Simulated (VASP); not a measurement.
# C (Fmmm) in VASP: notebook, part 2 of 2

VASP 6.6.1. Earlier steps stand in the parts before.

## (3) Single point, r2SCAN

This run uses another cell than the first one: it holds 4 atoms, not 2.

Contents of POSCAR:

```
C
1.0
    1.2279074261     -3.5128087831      0.0000000000
    1.2279074261      3.5128087831      0.0000000000
    0.0000000000      0.0000000000      4.2545378769
C
4
Direct
    0.0000004964      0.9999995036      0.8332410159
    0.5000004964      0.4999995036      0.6667589841
    0.9999995036      0.0000004964      0.1667589841
    0.4999995036      0.5000004964      0.3332410159
```

Contents of INCAR.step1:

```
SYSTEM = C
  ALGO = Normal
  EDIFF = 1E-4
  ENCUT = 520
  GGA = PE
  ISMEAR = 0
  LASPH = .TRUE.
  LCHARG = .FALSE.
  LREAL = .FALSE.
  LWAVE = .TRUE.
  NBANDS = 16
  NELM = 100
  PREC = Accurate
  SIGMA = 0.1
```

Contents of INCAR.step2:

```
SYSTEM = C
  ALGO = Normal
  EDIFF = 1E-6
  ENCUT = 520
  ISIF = 2
  ISMEAR = 0
  ISTART = 1
  LASPH = .TRUE.
  LCHARG = .FALSE.
  LMIXTAU = .TRUE.
  LREAL = .FALSE.
  LWAVE = .FALSE.
  METAGGA = R2SCAN
  NBANDS = 16
  NELM = 100
  PREC = Accurate
  SIGMA = 0.1
```

Contents of KPOINTS:

```
k-points
0
G
  6 6 6
  0 0 0
```

Potentials or basis: VASP PAW PBE potentials, release 64 (C).

Launch:

```sh
$ cat potpaw_PBE.64/C/POTCAR > POTCAR
$ cp INCAR.step1 INCAR
$ mpirun -np 1 vasp_std > vasp.out
$ cp INCAR.step2 INCAR
$ mpirun -np 1 vasp_std > vasp.out
```

OUTCAR:

```text
SYSTEM = C
   EDIFF = 1E-6
   ENCUT = 520
   ISIF = 2
   ISMEAR = 0
   ISTART = 1
   LASPH = .TRUE.
   LREAL = .FALSE.
   METAGGA = R2SCAN
   NELM = 100
   PREC = Accurate

 ion  position               nearest neighbor table
   1  0.000  1.000  0.833-   2 1.42   2 1.42   3 1.42
   2  0.500  0.500  0.667-   1 1.42   1 1.42   4 1.42
   3  1.000  0.000  0.167-   4 1.42   4 1.42   1 1.42
   4  0.500  0.500  0.333-   3 1.42   3 1.42   2 1.42

  LATTYP: Found a base centered orthorhombic cell.
 ALAT       =     2.4558148522
 B/A-ratio  =     2.8608091363
 C/A-ratio  =     1.7324342969

  Lattice vectors:

 A1 = (   1.2279074261,  -3.5128087831,   0.0000000000)
 A2 = (   1.2279074261,   3.5128087831,   0.0000000000)
 A3 = (   0.0000000000,   0.0000000000,   4.2545378769)

Analysis of symmetry for initial positions (statically):
=====================================================================
 Subroutine PRICEL returns following result:

  LATTYP: Found a face centered orthorhombic cell.
 ALAT       =     2.4558148522
 B/A-ratio  =     1.7324342969
 C/A-ratio  =     2.8608034558

  Lattice vectors:

 A1 = (   0.0000000000,   3.5128018081,  -2.1272689384)
 A2 = (   1.2279074261,   3.5128087831,   0.0000000000)
 A3 = (   1.2279074261,   0.0000069750,  -2.1272689385)

   2 primitive cells build up your supercell.

 Routine SETGRP: Setting up the symmetry group for a
 base centered orthorhombic supercell.

 Subroutine GETGRP returns: Found  8 space group operations
 (whereof  8 operations were pure point group operations)
 out of a pool of  8 trial point group operations.

The static configuration has the point symmetry D_2h.

Analysis of symmetry for dynamics (positions and initial velocities):
=====================================================================
 Subroutine PRICEL returns following result:

  LATTYP: Found a face centered orthorhombic cell.
 ALAT       =     2.4558148522
 B/A-ratio  =     1.7324342969
 C/A-ratio  =     2.8608034558

  Lattice vectors:

 A1 = (   0.0000000000,   3.5128018081,  -2.1272689384)
 A2 = (   1.2279074261,   3.5128087831,   0.0000000000)
 A3 = (   1.2279074261,   0.0000069750,  -2.1272689385)

   2 primitive cells build up your supercell.

 Routine SETGRP: Setting up the symmetry group for a
 base centered orthorhombic supercell.

 Subroutine GETGRP returns: Found  8 space group operations
 (whereof  8 operations were pure point group operations)
 out of a pool of  8 trial point group operations.

The dynamic configuration has the point symmetry D_2h.

 Subroutine INISYM returns: Found  8 space group operations
 (whereof  8 operations are pure point group operations),
 and found     2 'primitive' translations

----------------------------------------------------------------------------------------

                                     Primitive cell

  volume of cell :      18.3515

  direct lattice vectors                    reciprocal lattice vectors
[... 29 lines left out ...]
     0.000000000  0.000000000  0.039173859     0.000000000  0.000000000  0.166666667

  Length of vectors
     0.071892832  0.071892832  0.039173859

  Shift w.r.t. Gamma in fractional coordinates (k-lattice)
     0.000000000  0.000000000  0.000000000

 Subroutine IBZKPT returns following result:
 ===========================================

 Found     52 irreducible k-points:

 Following reciprocal coordinates:
            Coordinates               Weight
  0.000000  0.000000  0.000000      1.000000
  0.166667  0.000000  0.000000      4.000000
  0.333333  0.000000  0.000000      4.000000
  0.500000  0.000000  0.000000      2.000000
  0.166667  0.166667  0.000000      2.000000
  0.333333  0.166667  0.000000      4.000000
[... 16 lines left out ...]
  0.333333  0.333333  0.166667      4.000000
  0.500000  0.333333  0.166667      8.000000
 [... further k-points ...]
   k-points           NKPTS =     52   k-points in BZ     NKDIM =     52   number of bands    NBANDS=     16
   number of dos      NEDOS =    301   number of ions     NIONS =      4
   total plane-waves  NPLWV =  25088
   dimension x,y,z NGX =    28 NGY =   28 NGZ =   32
   dimension x,y,z NGXF=    56 NGYF=   56 NGZF=   64
   ions per type =               4
   NGX,Y,Z   is equivalent  to a cutoff of  12.51, 12.51, 12.50 a.u.
   NGXF,Y,Z  is equivalent  to a cutoff of  25.02, 25.02, 25.01 a.u.
 SYSTEM =  C
   PREC   = accura    normal or accurate (medium, high low for compatibility)
   ISTART =      1    job   : 0-new  1-cont  2-samecut
   ICHARG =      0    charge: 1-file 2-atom 10-const
   ISPIN  =      1    spin polarized calculation?
   LNONCOLLINEAR =      F non collinear calculations
   LSORBIT =      F    spin-orbit coupling
   LASPH  =      T    aspherical Exc in radial PAW
   ENCUT  =  520.0 eV  38.22 Ry    6.18 a.u.   6.92  6.92  7.91*2*pi/ulx,y,z
   NELM   =    100;   NELMIN=  2; NELMDL=  0     # of ELM steps
   EDIFF  = 0.1E-05   stopping-criterion for ELM
   LREAL  =      F    real-space projection
   EDIFFG = 0.1E-04   stopping-criterion for IOM
   NSW    =      0    number of steps for IOM
   IBRION =     -1    ionic relax: 0-MD 1-quasi-New 2-CG
   NFREE  =      0    steps in history (QN), initial steepest desc. (CG)
   ISIF   =      2    stress and relaxation
   ISYM   =      2    0-nonsym 1-usesym 2-fastsym
   POTIM  = 0.5000    time-step for ionic-motion
   TEBEG  =    0.0;   TEEND  =   0.0 temperature during run
   PSTRESS=    0.0 pullay stress
   NELECT =      16.0000    total number of electrons
   NUPDOWN=      -1.0000    fix difference up-down
   EMIN   =  10.00;   EMAX   =-10.00  energy-range for DOS
   EFERMI =   0.00;   METHOD = LEGACY
   ISMEAR =     0;   SIGMA  =   0.10  broadening in eV -4-tet -1-fermi 0-gaus
   EFERMI_NEDOS =   21; number of points for ismear=-14 and -15
   IALGO  =     38    algorithm
   IMIX   =      4    mixing-type and parameters
     AMIX     =   0.40;   BMIX     =  1.00
     AMIX_MAG =   1.60;   BMIX_MAG =  1.00
  volume/ion in A,a.u.               =       9.18        61.92
  Fermi-wavevector in a.u.,A,eV,Ry     =   1.241311  2.345738 20.964582  1.540853
  Thomas-Fermi vector in A             =   2.375714
   LORBIT       =      0    0 simple, 1 ext, 2 COOP (PROOUT), +10 PAW based schemes
   METAGGA = R2SCAN    functional components
   LHFCALC =     F    Hartree Fock is set to
   AEXX    =    0.0000 exact exchange contribution
   IVDW    =     0    specifies the selected vdW correction
   LEPSILON=     F    determine dielectric tensor
   LRPA    =     F    only Hartree local field effects (RPA)
 non-spin polarized calculation
 Gauss-broadening in eV      SIGMA  =   0.10
  energy-cutoff  :      520.00
  volume of cell :       36.70
 maximum number of plane-waves:      1014
   NGX = 13   NGY = 13   NGZ = 15

 number of electron      16.0000000 magnetization

 Free energy of the ion-electron system (eV)
  ---------------------------------------------------
  ext. energy  EPLUGINS =         0.00000000
  ---------------------------------------------------
  free energy    TOTEN  =       -39.71984025 eV

  energy without entropy =      -39.71886257  energy(sigma->0) =      -39.71935141

 E-fermi :   4.2963     XC(G=0): -10.8151

 val. band max:        4.2068599843   @ k =   0.3333   0.0000   0.0000
 cond. band min:       4.3866991169   @ k =   0.5000   0.1667   0.0000
 fundamental gap:      0.1798391326
 Fermi energy:         4.2962909942

 k-point     1 :       0.0000    0.0000    0.0000
  band No.  band energies     occupation
      1     -16.6491      2.00000
      2     -11.0998      2.00000
      3      -9.8424      2.00000
      4      -2.9860      2.00000
      5      -2.5153      2.00000
      6       1.0835      2.00000
[... 433 lines left out ...]
      3      -7.8447      2.00000
      4      -4.2918      2.00000
      5      -3.6404      2.00000
      6      -1.4104      2.00000
[... 8 lines left out ...]
     15      16.5087      0.00000
     16      18.8178      0.00000

 [... further k-points ...]
[... 5 lines left out ...]
  --------------------------------------------------------------------------------------
  -------------------------------------------------------------------------------------
  Total        0.2581751     -0.0542704      0.2713470     -0.0000000      0.0000000      0.0000000
  in kB       11.2699602     -2.3690350     11.8449470     -0.0000000      0.0000000      0.0000000
  external PRESSURE =       6.9152907 kB  Pullay stress =       0.0000000 kB

 VOLUME and BASIS-vectors are now :
 -----------------------------------------------------------------------------
  energy-cutoff  :      520.00
  volume of cell :       36.70
      direct lattice vectors                 reciprocal lattice vectors
     1.227907426 -3.512808783  0.000000000     0.407196821 -0.142336242  0.000000000
     1.227907426  3.512808783  0.000000000     0.407196821  0.142336242  0.000000000
     0.000000000  0.000000000  4.254537877     0.000000000  0.000000000  0.235043154

 POSITION                                       TOTAL-FORCE (eV/Angst)
 -----------------------------------------------------------------------------------
      1.22791      3.51281      3.54506         0.000000     -0.000000     -0.002980
      1.22791     -0.00000      2.83675         0.000000      0.000000      0.002980
      1.22791     -3.51281      0.70948         0.000000     -0.000000      0.002980
      1.22791      0.00000      1.41779         0.000000      0.000000     -0.002980
 -----------------------------------------------------------------------------------
    total drift:                                0.000000     -0.000000     -0.000000

  FREE ENERGIE OF THE ION-ELECTRON SYSTEM (eV)
  ---------------------------------------------------
  free  energy   TOTEN  =       -39.7198402476 eV

  energy  without entropy=      -39.7188625695  energy(sigma->0) =      -39.71935141
```

Run time: 1.8 min. Hardware: 1 thread of AMD EPYC 7R13 (Zen 3), shared host; peak memory 0.14 GiB.

Results:

```
Free energy            : -39.7198 eV
Pressure               : 0.7 GPa
Band gap on the k mesh : 0.18 eV
```

Forces in eV/Å, atoms in the order of the input:
```
C    0.000  0.000 -0.003
C    0.000  0.000  0.003
C    0.000  0.000  0.003
C    0.000  0.000 -0.003
```

Levels at points of the mesh, in eV from the valence-band top:
| k point | band 5 | band 6 | band 7 | band 8 | band 9 | band 10 | band 11 | band 12 |
| --- | --- | --- | --- | --- | --- | --- | --- | --- |
| (0.00, 0.00, 0.00) | -6.72 | -3.12 | -3.12 | -1.84 | 2.60 | 4.13 | 8.01 | 8.79 |
| (0.50, 0.00, 0.00) | -9.41 | -9.41 | -2.85 | -2.85 | 3.12 | 3.12 | 10.81 | 10.81 |
| (0.50, 0.50, 0.00) | -6.76 | -3.15 | -3.11 | -2.99 | 1.25 | 7.72 | 8.80 | 8.81 |
| (0.00, 0.00, 0.50) | -5.41 | -5.41 | -5.27 | -5.27 | 6.03 | 6.03 | 8.20 | 8.20 |
| (0.50, 0.00, 0.50) | -6.74 | -6.74 | -2.44 | -2.44 | 1.85 | 1.85 | 7.86 | 7.86 |
| (0.50, 0.50, 0.50) | -6.91 | -6.91 | -5.30 | -5.30 | 7.65 | 7.65 | 8.46 | 8.46 |

Caveat: the k points lie up to 0.45 Å⁻¹ apart; the PAW data sets were made with another functional, which shifts forces and pressure a little. A k mesh can miss the band edges.

## (4) Single point, r2SCAN

Contents of POSCAR:

```
C
1.0
    0.0000000000      2.1264064453      3.5525509661
    1.2281484585      0.0000000000      3.5525509661
    1.2281484585      2.1264064453      0.0000000000
C
2
Direct
    0.1666798685      0.8333201315      0.1666798685
    0.8333201315      0.1666798685      0.8333201315
```

Contents of INCAR.step1:

```
SYSTEM = C
ALGO     = Normal         ! electronic algorithm
EDIFF    = 1E-4           ! SCF threshold, eV
ENCUT    = 520            ! plane-wave cutoff, eV
GGA      = PE             ! functional
ISMEAR   = 0              ! smearing method
LASPH    = .TRUE.         ! aspherical terms in the spheres
LCHARG   = .FALSE.        ! write CHGCAR
LREAL    = .FALSE.        ! projectors in reciprocal space
LWAVE    = .TRUE.         ! write WAVECAR
NBANDS   = 11             ! bands
NELM     = 100            ! most SCF steps
PREC     = Accurate       ! precision mode
SIGMA    = 0.01           ! smearing width, eV
```

Contents of INCAR.step2:

```
SYSTEM = C
ALGO     = Normal         ! electronic algorithm
EDIFF    = 1E-6           ! SCF threshold, eV
ENCUT    = 520            ! plane-wave cutoff, eV
ISIF     = 2              ! what is computed and relaxed
ISMEAR   = 0              ! smearing method
ISTART   = 1            
LASPH    = .TRUE.         ! aspherical terms in the spheres
LCHARG   = .FALSE.        ! write CHGCAR
LMIXTAU  = .TRUE.       
LREAL    = .FALSE.        ! projectors in reciprocal space
LWAVE    = .FALSE.        ! write WAVECAR
METAGGA  = R2SCAN         ! meta-GGA
NBANDS   = 11             ! bands
NELM     = 100            ! most SCF steps
PREC     = Accurate       ! precision mode
SIGMA    = 0.01           ! smearing width, eV
```

Contents of KPOINTS:

```
k-points
0
G
  18 18 18
  0 0 0
```

Launch:

```sh
$ cat potpaw_PBE.64/C/POTCAR > POTCAR
$ cp INCAR.step1 INCAR
$ mpirun -np 1 vasp_std > vasp.out
$ cp INCAR.step2 INCAR
$ mpirun -np 1 vasp_std > vasp.out
```

Wall time 10 min (1 thread of AMD EPYC 7R13 (Zen 3), shared host); peak memory 0.22 GiB.

Results (log left out):

* Free energy: -19.8741 eV
* Pressure: 0.7 GPa
* Band gap on the k mesh: 0.06 eV, indirect (least direct gap 0.11 eV)

Stress tensor (GPa, compression positive):
```
 1.01  0.00  0.00
 0.00  1.05  0.00
 0.00  0.00 -0.10
```

Levels at points of the mesh, in eV from the valence-band top:
| k point | band 1 | band 2 | band 3 | band 4 | band 5 | band 6 | band 7 | band 8 |
| --- | --- | --- | --- | --- | --- | --- | --- | --- |
| (0.00, 0.00, 0.00) | -20.91 | -7.30 | -3.18 | -3.17 | 3.98 | 8.76 | 8.79 | 12.51 |
| (0.50, 0.00, 0.00) | -15.29 | -14.05 | -6.79 | -2.51 | 1.80 | 7.81 | 12.77 | 13.64 |
| (0.50, 0.50, 0.00) | -20.72 | -8.80 | -3.19 | -3.17 | 8.73 | 8.78 | 9.74 | 12.61 |
| (0.50, 0.00, 0.50) | -15.35 | -14.11 | -6.78 | -1.93 | 2.49 | 7.93 | 11.45 | 11.59 |
| (0.00, 0.50, 0.50) | -15.21 | -14.00 | -6.82 | -3.01 | 1.22 | 7.66 | 14.12 | 17.14 |

Caveat: the PAW data sets were made with another functional, which shifts forces and pressure a little. A k mesh can miss the band edges.

## (5) Single point, r2SCAN

This run uses another cell than the first one: it holds 4 atoms, not 2.

Contents of POSCAR:

```
C
1.0
    3.4286349132     -1.2285422014      0.0000000000
    3.4286349132      1.2285422014      0.0000000000
    0.0000000000      0.0000000000      4.2563670819
C
4
Direct
    1.0000138735     -0.0000138735      0.1668833591
    0.4999861265      0.5000138735      0.6668833591
   -0.0000138735      1.0000138735      0.8331166409
    0.5000138735      0.4999861265      0.3331166409
```

Contents of INCAR.step1:

```
SYSTEM = C
PREC = Accurate
ENCUT = 520
ISMEAR = 0
SIGMA = 0.1
LREAL = .False.
LASPH = .True.
NELM = 60
NBANDS = 16
GGA = PE
ALGO = Normal
EDIFF = 1E-4
LWAVE = .True.
LCHARG = .False.
```

Contents of INCAR.step2:

```
SYSTEM = C
PREC = Accurate
ENCUT = 520
EDIFF = 1E-6
ISMEAR = 0
SIGMA = 0.1
LREAL = .False.
LASPH = .True.
NELM = 60
ALGO = Normal
ISIF = 2
LWAVE = .False.
LCHARG = .True.
METAGGA = R2SCAN
LMIXTAU = .True.
LELF = .True.
LVHAR = .True.
NBANDS = 16
ISTART = 1
```

Contents of KPOINTS:

```
regular mesh
0
Gamma
  6 6 4
  0 0 0
```

Launch:

```sh
$ cat potpaw_PBE.64/C/POTCAR > POTCAR
$ cp INCAR.step1 INCAR
$ mpirun -np 1 vasp_std > vasp.out
$ cp INCAR.step2 INCAR
$ mpirun -np 1 vasp_std > vasp.out
```

Wall time 43 s (1 thread of Intel Xeon 6975P-C (Granite Rapids), shared host); peak memory 0.16 GiB.

It converged, with:

```yaml
Free_energy: -39.6921 eV
Pressure: 0.6 GPa
Largest_force: 0.005 eV/Å
Band_gap_on_the_k_mesh: 0.21 eV
```

Forces on the atoms (eV/Å):
```
C    0.000  0.001  0.005
C    0.000 -0.001  0.005
C    0.000 -0.001 -0.005
C    0.000  0.001 -0.005
```

Stress tensor (GPa, compression positive):
```
0.17 0.00 0.00
0.00 0.67 0.00
0.00 0.00 0.87
```

Levels at points of the mesh, in eV from the valence-band top:
```
           k point  band 4  band 5  band 6  band 7  band 8  band 9  band 10  band 11  band 12  band 13
(0.00, 0.00, 0.00)   -7.05   -6.71   -3.12   -3.09   -1.74    2.70     4.34     8.04     8.77     8.91
(0.50, 0.00, 0.00)  -11.19   -9.38   -9.38   -2.83   -2.83    3.11     3.11    10.94    10.94    13.25
(0.50, 0.50, 0.00)   -8.85   -6.75   -3.15   -3.08   -3.07    1.20     7.68     8.80     8.82    10.67
(0.00, 0.00, 0.50)   -7.86   -5.27   -5.27   -5.25   -5.25    6.23     6.23     8.24     8.24     8.71
(0.50, 0.00, 0.50)  -13.98   -6.71   -6.71   -2.43   -2.43    1.85     1.85     7.85     7.85    13.09
(0.50, 0.50, 0.50)   -7.78   -6.98   -6.98   -5.30   -5.30    7.63     7.63     8.43     8.43    12.13
```

Caveat: the k points lie up to 0.45 Å⁻¹ apart; the PAW data sets were made with another functional, which shifts forces and pressure a little.

## (6) Single point, r2SCAN

Contents of POSCAR:

```
C
1.0
    0.0000000000      2.1264530567      3.5508090591
    1.2281243570      0.0000000000      3.5508090591
    1.2281243570      2.1264530567      0.0000000000
C
2
Direct
    0.1666725378      0.8333274622      0.1666725378
    0.8333274622      0.1666725378      0.8333274622
```

Contents of INCAR.step1:

```
ALGO = Normal
EDIFF = 1E-4
ENCUT = 520
GGA = PE
ISMEAR = 0
LASPH = True
LCHARG = False
LREAL = False
LWAVE = True
NBANDS = 11
NELM = 80
PREC = Accurate
SIGMA = 0.01
```

Contents of INCAR.step2:

```
ALGO = Normal
EDIFF = 1E-6
ENCUT = 520
ISIF = 2
ISMEAR = 0
ISTART = 1
LASPH = True
LCHARG = False
LMIXTAU = True
LREAL = False
LWAVE = False
METAGGA = R2SCAN
NBANDS = 11
NELM = 80
PREC = Accurate
SIGMA = 0.01
```

Contents of KPOINTS:

```
k-points
0
Gamma
  18 18 18
```

Potentials or basis: VASP PAW PBE potentials, release 64 (C).

Launch:

```sh
$ cat potpaw_PBE.64/C/POTCAR > POTCAR
$ cp INCAR.step1 INCAR
$ mpirun -np 1 vasp_std > vasp.out
$ cp INCAR.step2 INCAR
$ mpirun -np 1 vasp_std > vasp.out
```

Run time: 4.3 min. Hardware: 1 thread of Intel Xeon 6975P-C (Granite Rapids), shared host; peak memory 0.25 GiB.

It converged, with:

```yaml
Free_energy: -19.8741 eV
Pressure: 0.7 GPa
Band_gap_on_the_k_mesh: 0.06 eV, indirect (least direct gap 0.11 eV)
```

Forces on the atoms (eV/Å):
```
C    0.000  0.003  0.000
C    0.000 -0.003  0.000
```

Stress tensor (GPa, compression positive):
```
 1.02  0.00  0.00
 0.00  1.03  0.00
 0.00  0.00 -0.09
```

Levels at points of the mesh, in eV from the valence-band top:
| k point | band 2 | band 3 | band 4 | band 5 | band 6 | band 7 |
| --- | --- | --- | --- | --- | --- | --- |
| (0.00, 0.00, 0.00) | -7.30 | -3.18 | -3.17 | 3.99 | 8.76 | 8.79 |
| (0.50, 0.00, 0.00) | -14.05 | -6.79 | -2.50 | 1.80 | 7.81 | 12.78 |
| (0.50, 0.50, 0.00) | -8.80 | -3.19 | -3.17 | 8.73 | 8.78 | 9.75 |
| (0.50, 0.00, 0.50) | -14.11 | -6.78 | -1.93 | 2.49 | 7.94 | 11.46 |
| (0.00, 0.50, 0.50) | -14.00 | -6.81 | -3.01 | 1.22 | 7.67 | 14.13 |

Caveat: the PAW data sets were made with another functional, which shifts forces and pressure a little. A k mesh can miss the band edges.

## (7) Overview

| cell | k mesh | smearing | gap on the mesh (eV) | pressure (GPa) |
| --- | --- | --- | --- | --- |
| a = 4.139, b = 3.757, c = 2.456 Å, angles 80.6, 63.6, 35.8°, 2 atoms | 18 × 18 × 18 | gaussian 0.01 eV | 0.06 | 0.7 |
| a = 3.721, b = 3.721, c = 4.255 Å, angles 90.0, 90.0, 141.5°, 4 atoms | 6 × 6 × 6 | gaussian 0.1 eV | 0.18 | 0.7 |
| a = 4.140, b = 3.759, c = 2.456 Å, angles 80.6, 63.6, 35.8°, 2 atoms | 18 × 18 × 18 | gaussian 0.01 eV | 0.06 | 0.7 |
| a = 3.642, b = 3.642, c = 4.256 Å, angles 90.0, 90.0, 39.4°, 4 atoms | 6 × 6 × 4 | gaussian 0.1 eV | 0.21 | 0.6 |

Alike in all rows: task single point; level r2SCAN; potentials or basis VASP PAW PBE potentials, release 64 (C); no spin polarisation; cutoff (eV) 520.

Caveats: some runs use coarse meshes; the PAW data sets were made with another functional, which shifts forces and pressure a little.

Absolute energies hang on the potentials; compare differences alone.
